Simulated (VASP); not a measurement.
# BeS2 (I4/mmm) in VASP: relaxation of cell and atoms with PBE

Aim: the relaxation of cell and atoms of BeS2 with PBE.

Everything below comes from runs of VASP 6.6.1. Logs are shortened: lines on timing, memory, paths and dates and some standing lists are left out, and cuts for length are marked.

**1. The cell of the first run**

Symmetry: I4/mmm, No. 139, tetragonal system. Conventional cell: a = 3.126 Å, b = 3.126 Å, c = 9.983 Å, α = 90.00°, β = 90.00°, γ = 90.00°. Be (site symmetry 4/mmm) has 8 S at 2.46 Å and 4 Be at 3.13 Å within 3.2 Å. Within 2.9 Å of S (site symmetry 4mm) lie 1 S at 2.16 Å and 4 Be at 2.46 Å.

**2. Relaxation of cell and atoms, PBE**

Input file INCAR:

```
SYSTEM = BeS2
PREC = Accurate
ENCUT = 600
EDIFF = 1E-7
ISMEAR = 0
SIGMA = 0.1
LREAL = .FALSE.
LASPH = .TRUE.
NELM = 80
ALGO = Normal
ISIF = 3
LWAVE = .FALSE.
LCHARG = .FALSE.
GGA = PE
IBRION = 2
NSW = 100
EDIFFG = -0.01
```

Input file KPOINTS:

```
Automatic mesh
0
G
  20 20 20
  0 0 0
```

Input file POSCAR:

```
BeS2
1.0
   -1.5627800554      1.5627800554      4.9912554616
    1.5627800554     -1.5627800554      4.9912554616
    1.5627800554      1.5627800554     -4.9912554616
Be S
1 2
Direct
    0.0000000000      0.0000000000      0.0000000000
    0.6083694423      0.6083694423      0.0000000000
    0.3916305577      0.3916305577      0.0000000000
```

Potentials or basis: VASP PAW PBE potentials, release 64 (Be, S).

On the command line:

```sh
> cat potpaw_PBE.64/Be/POTCAR potpaw_PBE.64/S/POTCAR > POTCAR
> mpirun -np 1 vasp_std > vasp.out
```

OUTCAR:

```text
SYSTEM = BeS2
   PREC = Accurate
   ENCUT = 600
   EDIFF = 1E-7
   ISMEAR = 0
   LREAL = .FALSE.
   LASPH = .TRUE.
   NELM = 80
   ISIF = 3
   GGA = PE
   IBRION = 2
   NSW = 100
   EDIFFG = -0.01

 ion  position               nearest neighbor table
   1  0.000  0.000  0.000-   2 2.46   2 2.46   3 2.46   2 2.46   3 2.46   3 2.46   2 2.46   3 2.46

   2  0.608  0.608  0.000-   3 2.16   1 2.46   1 2.46   1 2.46   1 2.46
   3  0.392  0.392  0.000-   2 2.16   1 2.46   1 2.46   1 2.46   1 2.46

  LATTYP: Found a body centered tetragonal cell.
 ALAT       =     3.1255601108
 C/A-ratio  =     3.1938310477

  Lattice vectors:

 A1 = (  -1.5627800554,   1.5627800554,   4.9912554616)
 A2 = (   1.5627800554,  -1.5627800554,   4.9912554616)
 A3 = (   1.5627800554,   1.5627800554,  -4.9912554616)

Analysis of symmetry for initial positions (statically):
=====================================================================
 Subroutine PRICEL returns:
 Original cell was already a primitive cell.

 Routine SETGRP: Setting up the symmetry group for a
 body centered tetragonal supercell.

 Subroutine GETGRP returns: Found 16 space group operations
 (whereof 16 operations were pure point group operations)
 out of a pool of 16 trial point group operations.

The static configuration has the point symmetry D_4h.

Analysis of symmetry for dynamics (positions and initial velocities):
=====================================================================
 Subroutine PRICEL returns:
 Original cell was already a primitive cell.

 Routine SETGRP: Setting up the symmetry group for a
 body centered tetragonal supercell.

 Subroutine GETGRP returns: Found 16 space group operations
 (whereof 16 operations were pure point group operations)
 out of a pool of 16 trial point group operations.

The dynamic configuration has the point symmetry D_4h.

 Subroutine INISYM returns: Found 16 space group operations
 (whereof 16 operations are pure point group operations),
 and found     1 'primitive' translations

----------------------------------------------------------------------------------------

                                     Primitive cell

  volume of cell :      48.7602

  direct lattice vectors                    reciprocal lattice vectors
    -1.562780055  1.562780055  4.991255462     0.000000000  0.319942655  0.100175197
     1.562780055 -1.562780055  4.991255462     0.319942655  0.000000000  0.100175197
     1.562780055  1.562780055 -4.991255462     0.319942655  0.319942655  0.000000000

[... 121 lines left out ...]
 maximum number of plane-waves:      1652
 NGX is ok and might be reduce to    48
   NGX = 21   NGY = 21   NGZ = 21

--------------------------------------- Ionic step        1  -------------------------------------------

 number of electron      14.0000000 magnetization

 Free energy of the ion-electron system (eV)
  ---------------------------------------------------
  ext. energy  EPLUGINS =         0.00000000
  ---------------------------------------------------
  free energy    TOTEN  =       -11.04388209 eV

  energy without entropy =      -11.03652646  energy(sigma->0) =      -11.04020427

------------------------ aborting loop because EDIFF is reached ----------------------------------------

  FORCE on cell =-STRESS in cart. coord.  units (eV):
  Direction    XX          YY          ZZ          XY          YZ          ZX
  --------------------------------------------------------------------------------------
  -------------------------------------------------------------------------------------
  Total        0.0463477      0.0463477      0.2624754      0.0000000      0.0000000      0.0000000
  in kB        1.5229072      1.5229072      8.6244966      0.0000000      0.0000000      0.0000000
  external PRESSURE =       3.8901037 kB  Pullay stress =       0.0000000 kB
[... 92 lines left out ...]
  FREE ENERGIE OF THE ION-ELECTRON SYSTEM (eV)
  ---------------------------------------------------
  free  energy   TOTEN  =       -11.0444206634 eV

  energy  without entropy=      -11.0368872364  energy(sigma->0) =      -11.04065395

[... ionic steps 4 to 11 ...]

--------------------------------------- Ionic step       12  -------------------------------------------

 number of electron      14.0000000 magnetization

------------------------ aborting loop because EDIFF is reached ----------------------------------------
[... 69 lines left out ...]
--------------------------------------- Ionic step       14  -------------------------------------------

 number of electron      14.0000000 magnetization

 Free energy of the ion-electron system (eV)
  ---------------------------------------------------
  ext. energy  EPLUGINS =         0.00000000
  ---------------------------------------------------
  free energy    TOTEN  =       -11.04504682 eV

  energy without entropy =      -11.03718226  energy(sigma->0) =      -11.04111454

 E-fermi :   5.8914     XC(G=0):  -9.6960

 val. band max:        5.8897055066   @ k =  -0.3000   0.4000   0.2000
 cond. band min:       5.8949231346   @ k =  -0.3500   0.3500   0.2500
 fundamental gap:      0.0052176280
 Fermi energy:         5.8913668776

 k-point     1 :       0.0000    0.0000    0.0000
  band No.  band energies     occupation
      1     -11.1342      2.00000
      2      -6.7765      2.00000
      3      -1.2938      2.00000
      4       2.5907      2.00000
      5       2.5907      2.00000
      6       5.5420      2.00000
      7       5.5420      2.00000
      8       6.9407      0.00000
      9       7.0347      0.00000
     10      10.5097      0.00000
     11      11.3025      0.00000
[... 309 lines left out ...]
 k-point    24 :      -0.3500    0.0500    0.0000
  band No.  band energies     occupation
      1     -10.2746      2.00000
      2      -6.1194      2.00000
      3      -1.7123      2.00000
      4      -0.1072      2.00000
      5       1.5622      2.00000
      6       3.2818      2.00000
      7       6.0265      0.05597
      8       7.2827      0.00000
      9       8.9409      0.00000
     10      10.2366      0.00000
     11      10.7705      0.00000

 [... further k-points ...]

------------------------ aborting loop because EDIFF is reached ----------------------------------------

  FORCE on cell =-STRESS in cart. coord.  units (eV):
  Direction    XX          YY          ZZ          XY          YZ          ZX
  --------------------------------------------------------------------------------------
  -------------------------------------------------------------------------------------
  Total        0.0043907      0.0043907      0.0018165      0.0000000     -0.0000000      0.0000000
  in kB        0.1420393      0.1420393      0.0587627      0.0000000     -0.0000000      0.0000000
  external PRESSURE =       0.1142804 kB  Pullay stress =       0.0000000 kB
[... 18 lines left out ...]
  FREE ENERGIE OF THE ION-ELECTRON SYSTEM (eV)
  ---------------------------------------------------
  free  energy   TOTEN  =       -11.0450468235 eV

  energy  without entropy=      -11.0371822588  energy(sigma->0) =      -11.04111454

 reached required accuracy - stopping structural energy minimisation
```

Run time: 2.5 h. Hardware: 1 thread of Intel Xeon 8259CL, shared host; peak memory 0.67 GiB.

What came out:

- Free energy: -11.0450 eV
- Relaxed volume: 16.51 Å³/atom
- Relaxed cell: a = 5.540 Å, b = 5.540 Å, c = 5.540 Å, α = 147.26°, β = 147.26°, γ = 46.97°
- Space group after relaxing (to 0.1 Å): I4/mmm (No. 139)
- Energy gained by relaxing: 0.4 meV/atom
- Ionic steps: 14
- Pressure after relaxing: 0.0 GPa
- Band gap on the k mesh: zero (bands 7 and 8 overlap by 1.78 eV)

Step by step:
```tsv
step	energy change (eV)	largest force (eV/Å)	pressure (GPa)	volume (Å³)
1	0.0000	0.0799	0.39	48.76
2	-0.0003	0.0741	-0.29	49.04
3	-0.0005	0.0160	-0.03	48.93
4	-0.0006	0.0164	0.00	48.92
5	-0.0007	0.0163	0.10	48.90
6	-0.0007	0.0159	0.13	48.90
7	-0.0008	0.0186	0.10	48.96
8	-0.0010	0.0267	0.01	49.15
9	-0.0010	0.0430	-0.17	49.52
10	-0.0011	0.0385	-0.12	49.42
11	-0.0011	0.0271	-0.08	49.45
12	-0.0012	0.0105	-0.02	49.50
13	-0.0011	0.0238	0.09	49.59
14	-0.0012	0.0005	0.01	49.53
```

Final structure:
```yaml
crystal:
  lattice:
    - [-1.56109, 1.56109, 5.08068]
    - [1.56109, -1.56109, 5.08068]
    - [1.56109, 1.56109, -5.08068]
  atoms:
    - { symbol: Be, position: [0.00000, 0.00000, 0.00000] }
    - { symbol: S, position: [0.60701, 0.60701, 0.00000] }
    - { symbol: S, position: [0.39299, 0.39299, 0.00000] }
```
